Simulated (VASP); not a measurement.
GaP, 2 atoms in the cell. It takes space group I-4m2 (No. 119, tetragonal). The conventional cell has a = 3.915 Å, b = 3.915 Å, c = 5.110 Å, α = 90.00°, β = 90.00°, γ = 90.00°. Within 3.1 Å of Ga (site symmetry -4m2) lie 4 P at 2.34 Å. Within 3.1 Å of P (site symmetry -4m2) lie 4 Ga at 2.34 Å.  This cell differs from its parent crystal: volume 19.575 Å^3 an atom, c/a of the conventional cell 0.9230.

* Program: VASP 6.6.1
* Task: single point
* Functional: PBEsol
* Potentials or basis: VASP PAW PBE potentials, release 64 (Ga_d, P)
* Cutoff: 520 eV
* k mesh: 10 × 10 × 10
* Occupations: gaussian, width 0.05 eV
* Spin: no spin polarisation
* Dipole correction: no
* Further INCAR settings: ALGO = Normal; EDIFF = 1e-06; NBANDS = 16

Potentials or basis: VASP PAW PBE potentials, release 64 (Ga_d, P).

Run with:

```bash
$ cat potpaw_PBE.64/Ga_d/POTCAR potpaw_PBE.64/P/POTCAR > POTCAR
$ mpirun -np 1 vasp_std > vasp.out
```

Hardware: 1 thread of AMD EPYC 9R45 96-Core Processor (Zen 5) (shared host).

Question: How long does it take, and how much memory?

Answer: It took 35 s on 1 thread of AMD EPYC 9R45 96-Core Processor (Zen 5), on a shared host, peak memory 0.17 GiB. Counts: scf iterations 12, k points 102.
